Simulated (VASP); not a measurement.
# SrTiO3 (Pm-3m) in VASP: a series of runs

Runs on SrTiO3. Level: PBE+U. Tasks: single point.

Everything below comes from runs of VASP 6.6.1. Logs are shortened: lines on timing, memory, paths and dates and some standing lists are left out, and cuts for length are marked.

### Step 1. The cell of the first run

Symmetry: Pm-3m, No. 221, cubic system. Conventional cell: a = 3.667 Å, b = 3.667 Å, c = 3.667 Å, α = 90.00°, β = 90.00°, γ = 90.00°. Within 3.4 Å of Sr (site symmetry m-3m) lie 12 O at 2.59 Å and 8 Ti at 3.18 Å. Ti (site symmetry m-3m) has 6 O at 1.83 Å within 2.4 Å. Within 2.4 Å of O (site symmetry 4/mmm) lie 2 Ti at 1.83 Å.

### Step 2. Single point, PBE+U

File INCAR:

```
SYSTEM = SrTiO3
PREC = Accurate
ENCUT = 520
EDIFF = 1E-7
ISMEAR = 0
SIGMA = 0.02
LREAL = .FALSE.
LASPH = .TRUE.
NELM = 150
ALGO = Normal
ISIF = 2
LWAVE = .FALSE.
LCHARG = .FALSE.
LMAXMIX = 4
LDAU = .TRUE.
LDAUTYPE = 2
LDAUL = -1 2 -1
LDAUU = 0 4 0
LDAUJ = 0 0 0
LDAUPRINT = 1
GGA = PE
NBANDS = 28
```

File KPOINTS:

```
Automatic mesh
0
G
  8 8 8
  0 0 0
```

File POSCAR:

```
SrTiO3
1.0
    3.6670096332      0.0000000000      0.0000000000
    0.0000000000      3.6670096332      0.0000000000
    0.0000000000      0.0000000000      3.6670096332
Sr Ti O
1 1 3
Direct
    0.0000000000      0.0000000000      0.0000000000
    0.5000000000      0.5000000000      0.5000000000
    0.5000000000      0.0000000000      0.5000000000
    0.5000000000      0.5000000000      0.0000000000
    0.0000000000      0.5000000000      0.5000000000
```

Potentials or basis: VASP PAW PBE potentials, release 64 (Sr_sv, Ti_sv, O).

The run is started by

```sh
> cat potpaw_PBE.64/Sr_sv/POTCAR potpaw_PBE.64/Ti_sv/POTCAR potpaw_PBE.64/O/POTCAR > POTCAR
> mpirun -np 1 vasp_std > vasp.out
```

OUTCAR:

```text
SYSTEM = SrTiO3
   PREC = Accurate
   ENCUT = 520
   EDIFF = 1E-7
   ISMEAR = 0
   LREAL = .FALSE.
   LASPH = .TRUE.
   NELM = 150
   ISIF = 2
   GGA = PE

 ion  position               nearest neighbor table
   1  0.000  0.000  0.000-   3 2.59   4 2.59   5 2.59   3 2.59   5 2.59   4 2.59   5 2.59   5 2.59
                             3 2.59   4 2.59   3 2.59   4 2.59   2 3.18   2 3.18   2 3.18   2 3.18
   2  0.500  0.500  0.500-   3 1.83   4 1.83   5 1.83   4 1.83   3 1.83   5 1.83   1 3.18   1 3.18
                             1 3.18   1 3.18   1 3.18   1 3.18   1 3.18   1 3.18
   3  0.500  0.000  0.500-   2 1.83   2 1.83   1 2.59   1 2.59   1 2.59   1 2.59
   4  0.500  0.500  0.000-   2 1.83   2 1.83   1 2.59   1 2.59   1 2.59   1 2.59
   5  0.000  0.500  0.500-   2 1.83   2 1.83   1 2.59   1 2.59   1 2.59   1 2.59

  LATTYP: Found a simple cubic cell.
 ALAT       =     3.6670096332

  Lattice vectors:

 A1 = (   3.6670096332,   0.0000000000,   0.0000000000)
 A2 = (   0.0000000000,   3.6670096332,   0.0000000000)
 A3 = (   0.0000000000,   0.0000000000,   3.6670096332)

Analysis of symmetry for initial positions (statically):
=====================================================================
 Subroutine PRICEL returns:
 Original cell was already a primitive cell.

 Routine SETGRP: Setting up the symmetry group for a
 simple cubic supercell.

 Subroutine GETGRP returns: Found 48 space group operations
 (whereof 48 operations were pure point group operations)
 out of a pool of 48 trial point group operations.

The static configuration has the point symmetry O_h .

Analysis of symmetry for dynamics (positions and initial velocities):
=====================================================================
 Subroutine PRICEL returns:
 Original cell was already a primitive cell.

 Routine SETGRP: Setting up the symmetry group for a
 simple cubic supercell.

 Subroutine GETGRP returns: Found 48 space group operations
 (whereof 48 operations were pure point group operations)
 out of a pool of 48 trial point group operations.

The dynamic configuration has the point symmetry O_h .

 Subroutine INISYM returns: Found 48 space group operations
 (whereof 48 operations are pure point group operations),
 and found     1 'primitive' translations

----------------------------------------------------------------------------------------

                                     Primitive cell

  volume of cell :      49.3101

  direct lattice vectors                    reciprocal lattice vectors
     3.667009633  0.000000000  0.000000000     0.272701765  0.000000000  0.000000000
     0.000000000  3.667009633  0.000000000     0.000000000  0.272701765  0.000000000
     0.000000000  0.000000000  3.667009633     0.000000000  0.000000000  0.272701765

  length of vectors
     3.667009633  3.667009633  3.667009633     0.272701765  0.272701765  0.272701765

  position of ions in fractional coordinates (direct lattice)
     0.000000000  0.000000000  0.000000000
     0.500000000  0.500000000  0.500000000
     0.500000000  0.000000000  0.500000000
     0.500000000  0.500000000  0.000000000
     0.000000000  0.500000000  0.500000000

  ion indices of the primitive-cell ions
   primitive index   ion index
                 1           1
                 2           2
                 3           3
                 4           4
                 5           5

----------------------------------------------------------------------------------------

[... 52 lines left out ...]
   number of dos      NEDOS =    301   number of ions     NIONS =      5
   total plane-waves  NPLWV =  21952
   dimension x,y,z NGX =    28 NGY =   28 NGZ =   28
   dimension x,y,z NGXF=    56 NGYF=   56 NGZF=   56
   ions per type =               1   1   3
   NGX,Y,Z   is equivalent  to a cutoff of  12.69, 12.69, 12.69 a.u.
   NGXF,Y,Z  is equivalent  to a cutoff of  25.39, 25.39, 25.39 a.u.
 SYSTEM =  SrTiO3
   PREC   = accura    normal or accurate (medium, high low for compatibility)
   ISTART =      0    job   : 0-new  1-cont  2-samecut
   ICHARG =      2    charge: 1-file 2-atom 10-const
   ISPIN  =      1    spin polarized calculation?
   LNONCOLLINEAR =      F non collinear calculations
   LSORBIT =      F    spin-orbit coupling
   LASPH  =      T    aspherical Exc in radial PAW
   ENCUT  =  520.0 eV  38.22 Ry    6.18 a.u.   6.82  6.82  6.82*2*pi/ulx,y,z
   NELM   =    150;   NELMIN=  2; NELMDL= -5     # of ELM steps
   EDIFF  = 0.1E-06   stopping-criterion for ELM
   LREAL  =      F    real-space projection
   EDIFFG = 0.1E-05   stopping-criterion for IOM
   NSW    =      0    number of steps for IOM
   IBRION =     -1    ionic relax: 0-MD 1-quasi-New 2-CG
   NFREE  =      0    steps in history (QN), initial steepest desc. (CG)
   ISIF   =      2    stress and relaxation
   ISYM   =      2    0-nonsym 1-usesym 2-fastsym
   POTIM  = 0.5000    time-step for ionic-motion
   TEBEG  =    0.0;   TEEND  =   0.0 temperature during run
   PSTRESS=    0.0 pullay stress
   NELECT =      40.0000    total number of electrons
   NUPDOWN=      -1.0000    fix difference up-down
   EMIN   =  10.00;   EMAX   =-10.00  energy-range for DOS
   EFERMI =   0.00;   METHOD = LEGACY
   ISMEAR =     0;   SIGMA  =   0.02  broadening in eV -4-tet -1-fermi 0-gaus
   EFERMI_NEDOS =   21; number of points for ismear=-14 and -15
   IALGO  =     38    algorithm
   IMIX   =      4    mixing-type and parameters
     AMIX     =   0.40;   BMIX     =  1.00
     AMIX_MAG =   1.60;   BMIX_MAG =  1.00
  volume/ion in A,a.u.               =       9.86        66.55
  Fermi-wavevector in a.u.,A,eV,Ry     =   1.526802  2.885238 31.716881  2.331125
  Thomas-Fermi vector in A             =   2.634786
   LORBIT       =      0    0 simple, 1 ext, 2 COOP (PROOUT), +10 PAW based schemes
 LDA+U is selected, type is set to LDAUTYPE =  2
   angular momentum for each species LDAUL =    -1    2   -1
   U (eV)           for each species LDAUU =   0.0  4.0  0.0
   J (eV)           for each species LDAUJ =   0.0  0.0  0.0
   GGA     = PE    functional components
   LHFCALC =     F    Hartree Fock is set to
   AEXX    =    0.0000 exact exchange contribution
   IVDW    =     0    specifies the selected vdW correction
   LEPSILON=     F    determine dielectric tensor
   LRPA    =     F    only Hartree local field effects (RPA)
 non-spin polarized calculation
 Gauss-broadening in eV      SIGMA  =   0.02
  energy-cutoff  :      520.00
  volume of cell :       49.31
 maximum number of plane-waves:      1357
 NGX is ok and might be reduce to    28
   NGX = 13   NGY = 13   NGZ = 13

atom =   2  type =  2  l = 2

 onsite density matrix

spin component  1

  0.1180 -0.0000  0.0000  0.0000  0.0000
 -0.0000  0.1180 -0.0000 -0.0000  0.0000
  0.0000 -0.0000  0.3124 -0.0000 -0.0000
  0.0000 -0.0000 -0.0000  0.1180  0.0000
  0.0000  0.0000 -0.0000  0.0000  0.3124

spin component  2

  0.1180 -0.0000  0.0000  0.0000  0.0000
 -0.0000  0.1180 -0.0000 -0.0000  0.0000
  0.0000 -0.0000  0.3124 -0.0000 -0.0000
  0.0000 -0.0000 -0.0000  0.1180  0.0000
  0.0000  0.0000 -0.0000  0.0000  0.3124

 occupancies and eigenvectors

  o =  0.1180  v =  1.0000  0.0000  0.0000  0.0000  0.0000  0.0000  0.0000  0.0000  0.0000  0.0000      0.0000  0.0000  0.0000  0.0000  0.0000  0.0000  0.0000  0.0000  0.0000  0.0000
  o =  0.1180  v =  0.0000  0.0000  0.0000  0.0000  0.0000  1.0000  0.0000  0.0000  0.0000  0.0000      0.0000  0.0000  0.0000  0.0000  0.0000  0.0000  0.0000  0.0000  0.0000  0.0000
  o =  0.1180  v =  0.0000  0.1168  0.0000  0.9932 -0.0000  0.0000  0.0000  0.0000  0.0000  0.0000      0.0000  0.0000  0.0000  0.0000  0.0000  0.0000  0.0000  0.0000  0.0000  0.0000
  o =  0.1180  v =  0.0000  0.0000  0.0000  0.0000  0.0000  0.0000  0.1168  0.0000  0.9932 -0.0000      0.0000  0.0000  0.0000  0.0000  0.0000  0.0000  0.0000  0.0000  0.0000  0.0000
  o =  0.1180  v =  0.0000 -0.9932  0.0000  0.1168 -0.0000  0.0000  0.0000  0.0000  0.0000  0.0000      0.0000  0.0000  0.0000  0.0000  0.0000  0.0000  0.0000  0.0000  0.0000  0.0000
  o =  0.1180  v =  0.0000  0.0000  0.0000  0.0000  0.0000  0.0000 -0.9932  0.0000  0.1168 -0.0000      0.0000  0.0000  0.0000  0.0000  0.0000  0.0000  0.0000  0.0000  0.0000  0.0000
  o =  0.3124  v =  0.0000  0.0000  0.0000  0.0000  0.0000  0.0000 -0.0000 -1.0000  0.0000  0.0016      0.0000  0.0000  0.0000  0.0000  0.0000  0.0000  0.0000  0.0000  0.0000  0.0000
  o =  0.3124  v =  0.0000 -0.0000 -1.0000  0.0000  0.0016  0.0000  0.0000  0.0000  0.0000  0.0000      0.0000  0.0000  0.0000  0.0000  0.0000  0.0000  0.0000  0.0000  0.0000  0.0000
  o =  0.3124  v =  0.0000  0.0000  0.0000  0.0000  0.0000  0.0000 -0.0000  0.0016 -0.0000  1.0000      0.0000  0.0000  0.0000  0.0000  0.0000  0.0000  0.0000  0.0000  0.0000  0.0000
  o =  0.3124  v =  0.0000 -0.0000  0.0016 -0.0000  1.0000  0.0000  0.0000  0.0000  0.0000  0.0000      0.0000  0.0000  0.0000  0.0000  0.0000  0.0000  0.0000  0.0000  0.0000  0.0000

 number of electron      39.9999993 magnetization

 Free energy of the ion-electron system (eV)
  ---------------------------------------------------
  ext. energy  EPLUGINS =         0.00000000
  ---------------------------------------------------
  free energy    TOTEN  =       -35.22285507 eV

  energy without entropy =      -35.22285507  energy(sigma->0) =      -35.22285507

 E-fermi :   6.1687     XC(G=0): -12.3049

 val. band max:        5.9780842064   @ k =   0.5000   0.5000   0.5000
 cond. band min:       8.7315999453   @ k =   0.0000   0.0000   0.0000
 fundamental gap:      2.7535157389
 Fermi energy:         6.1686772611

 k-point     1 :       0.0000    0.0000    0.0000
  band No.  band energies     occupation
      1     -50.5508      2.00000
      2     -26.9123      2.00000
      3     -26.9123      2.00000
      4     -26.9123      2.00000
      5     -26.3076      2.00000
      6     -12.2084      2.00000
[... 733 lines left out ...]
     27      15.8349      0.00000
     28      16.1755      0.00000

 [... further k-points ...]
[... 5 lines left out ...]
  --------------------------------------------------------------------------------------
  -------------------------------------------------------------------------------------
  Total       20.0140130     20.0140130     20.0140130     -0.0000000     -0.0000000     -0.0000000
  in kB      650.2922928    650.2922928    650.2922928     -0.0000000     -0.0000000     -0.0000000
  external PRESSURE =     650.2922928 kB  Pullay stress =       0.0000000 kB

 VOLUME and BASIS-vectors are now :
 -----------------------------------------------------------------------------
  energy-cutoff  :      520.00
  volume of cell :       49.31
      direct lattice vectors                 reciprocal lattice vectors
     3.667009633  0.000000000  0.000000000     0.272701765  0.000000000  0.000000000
     0.000000000  3.667009633  0.000000000     0.000000000  0.272701765  0.000000000
     0.000000000  0.000000000  3.667009633     0.000000000  0.000000000  0.272701765

 POSITION                                       TOTAL-FORCE (eV/Angst)
 -----------------------------------------------------------------------------------
      0.00000      0.00000      0.00000         0.000000      0.000000      0.000000
      1.83350      1.83350      1.83350         0.000000      0.000000      0.000000
      1.83350      0.00000      1.83350         0.000000      0.000000      0.000000
      1.83350      1.83350      0.00000         0.000000      0.000000      0.000000
      0.00000      1.83350      1.83350         0.000000      0.000000      0.000000
 -----------------------------------------------------------------------------------
    total drift:                                0.000000      0.000000      0.000000

  FREE ENERGIE OF THE ION-ELECTRON SYSTEM (eV)
  ---------------------------------------------------
  free  energy   TOTEN  =       -35.2228550652 eV

  energy  without entropy=      -35.2228550652  energy(sigma->0) =      -35.22285507
```

Run time: 23 s. Hardware: 1 thread of Intel Xeon 6975P-C (Granite Rapids), shared host; peak memory 0.18 GiB.

Results:

```yaml
Free_energy: -35.2229 eV
Pressure: 65.0 GPa
Band_gap_on_the_k_mesh: 2.75 eV, indirect (least direct gap 3.00 eV)
```

Eigenvalues of the final occupation matrices:
```
    site  spin  trace               eigenvalues
site 2 d     1   0.98  0.12 0.12 0.12 0.31 0.31
site 2 d     2   0.98  0.12 0.12 0.12 0.31 0.31
```

A k mesh can miss the band edges.

### Step 3. Single point, PBE+U

This run uses another cell than the first one, of 10.77 Å³/atom, 1.092 times its volume.

File INCAR:

```
  ALGO = Normal
  EDIFF = 1E-6
  ENCUT = 520
  GGA = PE
  ISIF = 2
  ISMEAR = 0
  LASPH = T
  LCHARG = T
  LDAU = T
  LDAUJ = 0 0 0
  LDAUL = -1 2 -1
  LDAUPRINT = 1
  LDAUTYPE = 2
  LDAUU = 0 4 0
  LELF = T
  LMAXMIX = 4
  LREAL = F
  LVHAR = T
  LWAVE = F
  NBANDS = 28
  NELM = 150
  PREC = Accurate
  SIGMA = 0.02
```

File KPOINTS:

```
k-points
0
Gamma
  8 8 8
```

Edit POSCAR of step 2 so:

```diff
@@ -2,5 +2,5 @@
 1.0
-    3.6670096332      0.0000000000      0.0000000000
-    0.0000000000      3.6670096332      0.0000000000
-    0.0000000000      0.0000000000      3.6670096332
+    3.7757023506      0.0000000000      0.0000000000
+    0.0000000000      3.7757023506      0.0000000000
+    0.0000000000      0.0000000000      3.7757023506
 Sr Ti O
```

Potentials or basis: VASP PAW PBE potentials, release 64 (Sr_sv, Ti_sv, O).

The run is started by

```sh
> cat potpaw_PBE.64/Sr_sv/POTCAR potpaw_PBE.64/Ti_sv/POTCAR potpaw_PBE.64/O/POTCAR > POTCAR
> mpirun -np 1 vasp_std > vasp.out
```

It took 23 s on 1 thread of Intel Xeon 6975P-C (Granite Rapids), shared host; peak memory 0.19 GiB.

It converged, with:

* Free energy: -36.5970 eV
* Pressure: 34.0 GPa
* Band gap on the k mesh: 2.59 eV, indirect (least direct gap 2.94 eV)

Levels at points of the mesh, in eV from the valence-band top:
| k point | band 18 | band 19 | band 20 | band 21 | band 22 | band 23 |
| --- | --- | --- | --- | --- | --- | --- |
| (0.00, 0.00, 0.00) | -0.35 | -0.35 | -0.35 | 2.59 | 2.59 | 2.59 |
| (0.50, 0.00, 0.00) | -2.34 | -0.78 | -0.78 | 2.86 | 4.85 | 4.85 |
| (0.50, 0.50, 0.00) | -1.69 | -1.69 | -0.11 | 4.87 | 4.87 | 5.36 |
| (0.50, 0.50, 0.50) | 0.00 | 0.00 | 0.00 | 5.68 | 5.68 | 5.68 |

Eigenvalues of the final occupation matrices:
| site | spin | trace | eigenvalues |
| --- | --- | --- | --- |
| site 2 d | 1 | 0.90 | 0.11 0.11 0.11 0.28 0.28 |
| site 2 d | 2 | 0.90 | 0.11 0.11 0.11 0.28 0.28 |
